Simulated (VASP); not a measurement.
# CsCdCl3 (P4mm) in VASP: notebook

Runs on CsCdCl3. Level: LDA. Tasks: single point.

All numbers are computed with VASP 6.6.1; they aren't measurements. Logs are shortened: lines on timing, memory, paths and dates and some standing lists are left out, and cuts for length are marked.

## 1. The cell of the first run

It takes space group P4mm (No. 99, tetragonal). The conventional cell has a = 5.200 Å, b = 5.200 Å, c = 5.200 Å, α = 90.00°, β = 90.00°, γ = 90.00°. Within 4.8 Å of Cs (site symmetry 4mm) lie 12 Cl at 3.64 to 3.71 Å and 8 Cd at 4.50 Å. Within 3.4 Å of Cd (site symmetry 4mm) lie 6 Cl at 2.55 to 2.65 Å. Within 3.4 Å of Cl (site symmetry 4mm) lie 2 Cd at 2.55 to 2.65 Å. Cl (site symmetry 2mm) has 2 Cd at 2.60 Å within 3.4 Å.

## 2. Single point, LDA (all Cl atoms moved -0.050 Å, as atom 3 along Cartesian [1 0 0])

The input, INCAR:

```
SYSTEM = CsCdCl3
  PREC = Accurate
  ENCUT = 520
  EDIFF = 1E-6
  ISMEAR = 0
  SIGMA = 0.05
  LREAL = .FALSE.
  LASPH = .TRUE.
  NELM = 100
  ALGO = Normal
  ISIF = 2
  LWAVE = .FALSE.
  LCHARG = .FALSE.
  NBANDS = 29
```

The input, KPOINTS:

```
regular mesh
0
G
  6 6 6
  0 0 0
```

The input, POSCAR:

```
CsCdCl3
1.0
    5.2000000000      0.0000000000      0.0000000000
    0.0000000000      5.2000000000      0.0000000000
    0.0000000000      0.0000000000      5.2000000000
Cs Cd Cl
1 1 3
Direct
    0.0000000000      0.0000000000      0.0000000000
    0.5000000000      0.5000000000      0.5000000000
   -0.0096153846      0.5000000000      0.5000000000
    0.4903846154      0.0000000000      0.5000000000
    0.4903846154      0.5000000000      0.0000000000
```

Potentials or basis: VASP PAW LDA potentials, release 64 (Cs_sv, Cd, Cl).

The run is started by

```sh
cat potpaw_LDA.64/Cs_sv/POTCAR potpaw_LDA.64/Cd/POTCAR potpaw_LDA.64/Cl/POTCAR > POTCAR
mpirun -np 1 vasp_std > vasp.out
```

OUTCAR:

```text
SYSTEM = CsCdCl3
   PREC = Accurate
   ENCUT = 520
   EDIFF = 1E-6
   ISMEAR = 0
   LREAL = .FALSE.
   LASPH = .TRUE.
   NELM = 100
   ISIF = 2

 ion  position               nearest neighbor table
   1  0.000  0.000  0.000-
   2  0.500  0.500  0.500-   3 2.55   4 2.60   5 2.60   5 2.60   4 2.60   3 2.65
   3  0.990  0.500  0.500-   2 2.55   2 2.65
   4  0.490  0.000  0.500-   2 2.60   2 2.60
   5  0.490  0.500  0.000-   2 2.60   2 2.60

  LATTYP: Found a simple cubic cell.
 ALAT       =     5.2000000000

  Lattice vectors:

 A1 = (   5.2000000000,   0.0000000000,   0.0000000000)
 A2 = (   0.0000000000,   5.2000000000,   0.0000000000)
 A3 = (   0.0000000000,   0.0000000000,   5.2000000000)

Analysis of symmetry for initial positions (statically):
=====================================================================
 Subroutine PRICEL returns:
 Original cell was already a primitive cell.

 Routine SETGRP: Setting up the symmetry group for a
 simple cubic supercell.

 Subroutine GETGRP returns: Found  8 space group operations
 (whereof  8 operations were pure point group operations)
 out of a pool of 48 trial point group operations.

The static configuration has the point symmetry C_4v.

Analysis of symmetry for dynamics (positions and initial velocities):
=====================================================================
 Subroutine PRICEL returns:
 Original cell was already a primitive cell.

 Routine SETGRP: Setting up the symmetry group for a
 simple cubic supercell.

 Subroutine GETGRP returns: Found  8 space group operations
 (whereof  8 operations were pure point group operations)
 out of a pool of 48 trial point group operations.

The dynamic configuration has the point symmetry C_4v.

 Subroutine INISYM returns: Found  8 space group operations
 (whereof  8 operations are pure point group operations),
 and found     1 'primitive' translations

----------------------------------------------------------------------------------------

                                     Primitive cell

  volume of cell :     140.6080

  direct lattice vectors                    reciprocal lattice vectors
     5.200000000  0.000000000  0.000000000     0.192307692  0.000000000  0.000000000
     0.000000000  5.200000000  0.000000000     0.000000000  0.192307692  0.000000000
     0.000000000  0.000000000  5.200000000     0.000000000  0.000000000  0.192307692

  length of vectors
     5.200000000  5.200000000  5.200000000     0.192307692  0.192307692  0.192307692

  position of ions in fractional coordinates (direct lattice)
     0.000000000  0.000000000  0.000000000
     0.500000000  0.500000000  0.500000000
     0.990384615  0.500000000  0.500000000
     0.490384615  0.000000000  0.500000000
     0.490384615  0.500000000  0.000000000

  ion indices of the primitive-cell ions
   primitive index   ion index
                 1           1
                 2           2
                 3           3
                 4           4
                 5           5

----------------------------------------------------------------------------------------

 KPOINTS: regular mesh

Automatic generation of k-mesh.
 Grid dimensions read from file:
 generate k-points for:    6    6    6

 Generating k-lattice:

  Cartesian coordinates                     Fractional coordinates (reciprocal lattice)
     0.032051282  0.000000000  0.000000000     0.166666667  0.000000000  0.000000000
     0.000000000  0.032051282  0.000000000     0.000000000  0.166666667  0.000000000
     0.000000000  0.000000000  0.032051282     0.000000000  0.000000000  0.166666667

  Length of vectors
     0.032051282  0.032051282  0.032051282

  Shift w.r.t. Gamma in fractional coordinates (k-lattice)
     0.000000000  0.000000000  0.000000000

 Subroutine IBZKPT returns following result:
 ===========================================

 Found     40 irreducible k-points:

 Following reciprocal coordinates:
            Coordinates               Weight
  0.000000  0.000000  0.000000      1.000000
  0.166667  0.000000  0.000000      2.000000
  0.000000  0.166667  0.000000      4.000000
  0.333333  0.000000  0.000000      2.000000
  0.000000  0.333333  0.000000      4.000000
  0.500000  0.000000  0.000000      1.000000
[... 16 lines left out ...]
  0.166667  0.166667  0.166667      8.000000
  0.333333  0.166667  0.166667      8.000000
 [... further k-points ...]
   k-points           NKPTS =     40   k-points in BZ     NKDIM =     40   number of bands    NBANDS=     29
   number of dos      NEDOS =    301   number of ions     NIONS =      5
   total plane-waves  NPLWV =  64000
   dimension x,y,z NGX =    40 NGY =   40 NGZ =   40
   dimension x,y,z NGXF=    80 NGYF=   80 NGZF=   80
   ions per type =               1   1   3
   NGX,Y,Z   is equivalent  to a cutoff of  12.79, 12.79, 12.79 a.u.
   NGXF,Y,Z  is equivalent  to a cutoff of  25.58, 25.58, 25.58 a.u.
 SYSTEM =  CsCdCl3
   PREC   = accura    normal or accurate (medium, high low for compatibility)
   ISTART =      0    job   : 0-new  1-cont  2-samecut
   ICHARG =      2    charge: 1-file 2-atom 10-const
   ISPIN  =      1    spin polarized calculation?
   LNONCOLLINEAR =      F non collinear calculations
   LSORBIT =      F    spin-orbit coupling
   LASPH  =      T    aspherical Exc in radial PAW
   ENCUT  =  520.0 eV  38.22 Ry    6.18 a.u.   9.67  9.67  9.67*2*pi/ulx,y,z
   NELM   =    100;   NELMIN=  2; NELMDL= -5     # of ELM steps
   EDIFF  = 0.1E-05   stopping-criterion for ELM
   LREAL  =      F    real-space projection
   EDIFFG = 0.1E-04   stopping-criterion for IOM
   NSW    =      0    number of steps for IOM
   IBRION =     -1    ionic relax: 0-MD 1-quasi-New 2-CG
   NFREE  =      0    steps in history (QN), initial steepest desc. (CG)
   ISIF   =      2    stress and relaxation
   ISYM   =      2    0-nonsym 1-usesym 2-fastsym
   POTIM  = 0.5000    time-step for ionic-motion
   TEBEG  =    0.0;   TEEND  =   0.0 temperature during run
   PSTRESS=    0.0 pullay stress
   NELECT =      42.0000    total number of electrons
   NUPDOWN=      -1.0000    fix difference up-down
   EMIN   =  10.00;   EMAX   =-10.00  energy-range for DOS
   EFERMI =   0.00;   METHOD = LEGACY
   ISMEAR =     0;   SIGMA  =   0.05  broadening in eV -4-tet -1-fermi 0-gaus
   EFERMI_NEDOS =   21; number of points for ismear=-14 and -15
   IALGO  =     38    algorithm
   IMIX   =      4    mixing-type and parameters
     AMIX     =   0.40;   BMIX     =  1.00
     AMIX_MAG =   1.60;   BMIX_MAG =  1.00
  volume/ion in A,a.u.               =      28.12       189.77
  Fermi-wavevector in a.u.,A,eV,Ry     =   1.094346  2.068014 16.294239  1.197593
  Thomas-Fermi vector in A             =   2.230649
   LORBIT       =      0    0 simple, 1 ext, 2 COOP (PROOUT), +10 PAW based schemes
   GGA     = CA    functional components
   LHFCALC =     F    Hartree Fock is set to
   AEXX    =    0.0000 exact exchange contribution
   IVDW    =     0    specifies the selected vdW correction
   LEPSILON=     F    determine dielectric tensor
   LRPA    =     F    only Hartree local field effects (RPA)
 non-spin polarized calculation
 Gauss-broadening in eV      SIGMA  =   0.05
  energy-cutoff  :      520.00
  volume of cell :      140.61
 maximum number of plane-waves:      3840
 NGX is ok and might be reduce to    40
   NGX = 19   NGY = 19   NGZ = 19

 number of electron      42.0000008 magnetization

 Free energy of the ion-electron system (eV)
  ---------------------------------------------------
  ext. energy  EPLUGINS =         0.00000000
  ---------------------------------------------------
  free energy    TOTEN  =       -16.80308861 eV

  energy without entropy =      -16.80308861  energy(sigma->0) =      -16.80308861

 E-fermi :   0.1832     XC(G=0):  -9.1395

 val. band max:       -0.0986535533   @ k =   0.5000   0.5000   0.5000
 cond. band min:       1.4453447297   @ k =   0.0000   0.0000   0.0000
 fundamental gap:      1.5439982830
 Fermi energy:         0.1832471248

 k-point     1 :       0.0000    0.0000    0.0000
  band No.  band energies     occupation
      1     -19.0331      2.00000
      2     -13.6506      2.00000
      3     -13.0974      2.00000
      4     -13.0912      2.00000
      5      -6.6647      2.00000
      6      -6.6647      2.00000
[... 21 lines left out ...]
     28       7.0760      0.00000
     29      11.0130      0.00000

 k-point     2 :       0.1667    0.0000    0.0000
  band No.  band energies     occupation
      1     -19.0306      2.00000
      2     -13.6172      2.00000
      3     -13.1095      2.00000
      4     -13.0897      2.00000
      5      -6.6816      2.00000
      6      -6.6816      2.00000
[... 21 lines left out ...]
     28       7.3548      0.00000
     29      10.5004      0.00000

 k-point     3 :       0.0000    0.1667    0.0000
  band No.  band energies     occupation
      1     -19.0306      2.00000
      2     -13.6179      2.00000
      3     -13.1048      2.00000
      4     -13.0937      2.00000
      5      -6.6831      2.00000
      6      -6.6787      2.00000
[... 21 lines left out ...]
     28       7.3566      0.00000
     29      10.4882      0.00000

 k-point     4 :       0.3333    0.0000    0.0000
  band No.  band energies     occupation
      1     -19.0256      2.00000
      2     -13.5459      2.00000
      3     -13.1362      2.00000
      4     -13.0866      2.00000
      5      -6.9745      2.00000
      6      -6.7129      2.00000
[... 21 lines left out ...]
     28       8.0566      0.00000
     29       9.2006      0.00000

 k-point     5 :       0.0000    0.3333    0.0000
  band No.  band energies     occupation
      1     -19.0256      2.00000
      2     -13.5485      2.00000
      3     -13.1292      2.00000
      4     -13.0911      2.00000
      5      -6.9709      2.00000
      6      -6.7114      2.00000
[... 21 lines left out ...]
     28       8.0617      0.00000
     29       9.1935      0.00000
[... 510 lines left out ...]
     28       8.6941      0.00000
     29       8.7255      0.00000

 k-point    22 :       0.0000    0.5000    0.5000
  band No.  band energies     occupation
      1     -19.0154      2.00000
      2     -13.2993      2.00000
      3     -13.1561      2.00000
      4     -13.1561      2.00000
      5      -7.2638      2.00000
      6      -6.9080      2.00000
[... 21 lines left out ...]
     28       8.7186      0.00000
     29       8.7195      0.00000

 k-point    23 :       0.1667    0.1667    0.1667
  band No.  band energies     occupation
      1     -19.0260      2.00000
      2     -13.5470      2.00000
      3     -13.1114      2.00000
      4     -13.1054      2.00000
      5      -6.7061      2.00000
      6      -6.7031      2.00000
[... 21 lines left out ...]
     28       7.8177      0.00000
     29       9.6350      0.00000

 k-point    24 :       0.3333    0.1667    0.1667
  band No.  band energies     occupation
      1     -19.0216      2.00000
      2     -13.4672      2.00000
      3     -13.1382      2.00000
      4     -13.1010      2.00000
      5      -7.0062      2.00000
      6      -6.7374      2.00000
[... 21 lines left out ...]
     28       8.3664      0.00000
     29       8.9684      0.00000

 [... further k-points ...]
[... 5 lines left out ...]
  --------------------------------------------------------------------------------------
  -------------------------------------------------------------------------------------
  Total       -1.3866174     -1.4844328     -1.4844328      0.0000000      0.0000000     -0.0000000
  in kB      -15.8000044    -16.9145748    -16.9145748      0.0000000      0.0000000     -0.0000000
  external PRESSURE =     -16.5430513 kB  Pullay stress =       0.0000000 kB

 VOLUME and BASIS-vectors are now :
 -----------------------------------------------------------------------------
  energy-cutoff  :      520.00
  volume of cell :      140.61
      direct lattice vectors                 reciprocal lattice vectors
     5.200000000  0.000000000  0.000000000     0.192307692  0.000000000  0.000000000
     0.000000000  5.200000000  0.000000000     0.000000000  0.192307692  0.000000000
     0.000000000  0.000000000  5.200000000     0.000000000  0.000000000  0.192307692

 POSITION                                       TOTAL-FORCE (eV/Angst)
 -----------------------------------------------------------------------------------
      0.00000      0.00000      0.00000        -0.027999     -0.000000      0.000000
      2.60000      2.60000      2.60000        -0.154630     -0.000000      0.000000
      5.15000      2.60000      2.60000         0.193988      0.000000     -0.000000
      2.55000      0.00000      2.60000        -0.005680     -0.000000      0.000000
      2.55000      2.60000      0.00000        -0.005680     -0.000000      0.000000
 -----------------------------------------------------------------------------------
    total drift:                                0.000889      0.000000     -0.000003

  FREE ENERGIE OF THE ION-ELECTRON SYSTEM (eV)
  ---------------------------------------------------
  free  energy   TOTEN  =       -16.8030886088 eV

  energy  without entropy=      -16.8030886088  energy(sigma->0) =      -16.80308861
```

Wall time 1.9 min (1 thread of Intel Xeon Platinum 8259CL at 2.50GHz (Skylake/Cascade Lake), shared host); peak memory 0.3 GiB.

Results:

```
Free energy            : -16.8031 eV
Pressure               : -1.7 GPa
Largest force          : 0.194 eV/Å
Band gap on the k mesh : 1.54 eV (least direct gap 2.12 eV)
```

Forces on the atoms (eV/Å):
```
Cs  -0.028  0.000  0.000
Cd  -0.155  0.000  0.000
Cl   0.194  0.000  0.000
Cl  -0.006  0.000  0.000
Cl  -0.006  0.000  0.000
```

Stress tensor (GPa, compression positive):
```
-1.58  0.00  0.00
 0.00 -1.69  0.00
 0.00  0.00 -1.69
```

Levels at points of the mesh, in eV from the valence-band top:
```
           k point  band 19  band 20  band 21  band 22  band 23  band 24
(0.00, 0.00, 0.00)    -0.58    -0.58    -0.58     1.54     5.57     5.89
(0.50, 0.00, 0.00)    -0.91    -0.85    -0.85     4.28     6.92     7.22
(0.00, 0.50, 0.00)    -0.91    -0.85    -0.85     4.28     6.92     7.22
(0.50, 0.50, 0.00)    -1.06    -0.29    -0.01     6.06     7.06     7.07
(0.00, 0.50, 0.50)    -1.07    -0.29    -0.01     6.07     7.06     7.06
(0.50, 0.50, 0.50)    -0.27     0.00     0.00     5.66     5.66     5.67
```

Caveat: the cell differs from its parent crystal (all Cl atoms moved -0.050 Å, as atom 3 along Cartesian [1 0 0]); spin-orbit coupling is left out, which moves the levels of the heavy elements. A k mesh can miss the band edges.

## 3. Single point, LDA (all Cl atoms moved +0.025 Å, as atom 3 along Cartesian [1 0 0])

The input, INCAR:

```
SYSTEM = CsCdCl3
  PREC = Accurate
  ENCUT = 520
  EDIFF = 1E-6
  ISMEAR = 0
  SIGMA = 0.05
  LREAL = .False.
  LASPH = .True.
  NELM = 60
  ALGO = Normal
  ISIF = 2
  LWAVE = .False.
  LCHARG = .False.
  GGA = CA
  NBANDS = 29
```

The input, KPOINTS:

```
Automatic mesh
0
Gamma
  6 6 6
  0 0 0
```

The input, POSCAR:

```
CsCdCl3
1.0
    5.2000000000      0.0000000000      0.0000000000
    0.0000000000      5.2000000000      0.0000000000
    0.0000000000      0.0000000000      5.2000000000
Cs Cd Cl
1 1 3
Direct
    0.0000000000      0.0000000000      0.0000000000
    0.5000000000      0.5000000000      0.5000000000
    0.0048076923      0.5000000000      0.5000000000
    0.5048076923      0.0000000000      0.5000000000
    0.5048076923      0.5000000000      0.0000000000
```

Potentials or basis: VASP PAW LDA potentials, release 64 (Cs_sv, Cd, Cl).

The run is started by

```sh
cat potpaw_LDA.64/Cs_sv/POTCAR potpaw_LDA.64/Cd/POTCAR potpaw_LDA.64/Cl/POTCAR > POTCAR
mpirun -np 1 vasp_std > vasp.out
```

Run time: 1.9 min. Hardware: 1 thread of Intel Xeon Platinum 8259CL at 2.50GHz (Skylake/Cascade Lake), shared host; peak memory 0.3 GiB.

It converged, with:

```yaml
Free_energy: -16.8065 eV
Pressure: -1.7 GPa
Largest_force: 0.096 eV/Å
Band_gap_on_the_k_mesh: 1.54 eV (least direct gap 2.12 eV)
```

Forces in eV/Å, atoms in the order of the input:
```
Cs   0.014  0.000  0.000
Cd   0.076  0.000  0.000
Cl  -0.096  0.000  0.000
Cl   0.003  0.000  0.000
Cl   0.003  0.000  0.000
```

Levels at points of the mesh, in eV from the valence-band top:
| k point | band 17 | band 18 | band 19 | band 20 | band 21 | band 22 | band 23 | band 24 | band 25 | band 26 |
| --- | --- | --- | --- | --- | --- | --- | --- | --- | --- | --- |
| (0.00, 0.00, 0.00) | -0.91 | -0.91 | -0.58 | -0.58 | -0.58 | 1.54 | 5.57 | 5.89 | 5.89 | 7.17 |
| (0.50, 0.00, 0.00) | -1.14 | -0.91 | -0.91 | -0.85 | -0.85 | 4.28 | 6.92 | 7.22 | 7.74 | 8.01 |
| (0.00, 0.50, 0.00) | -1.14 | -0.91 | -0.91 | -0.85 | -0.85 | 4.28 | 6.92 | 7.22 | 7.74 | 8.00 |
| (0.50, 0.50, 0.00) | -1.12 | -1.07 | -1.07 | -0.29 | -0.01 | 6.07 | 7.06 | 7.06 | 7.65 | 8.07 |
| (0.00, 0.50, 0.50) | -1.12 | -1.07 | -1.07 | -0.29 | -0.01 | 6.07 | 7.06 | 7.06 | 7.65 | 8.07 |
| (0.50, 0.50, 0.50) | -0.27 | -0.27 | -0.27 | 0.00 | 0.00 | 5.66 | 5.66 | 5.66 | 7.29 | 7.87 |

Caveat: the cell differs from its parent crystal (all Cl atoms moved +0.025 Å, as atom 3 along Cartesian [1 0 0]); spin-orbit coupling is left out, which moves the levels of the heavy elements.
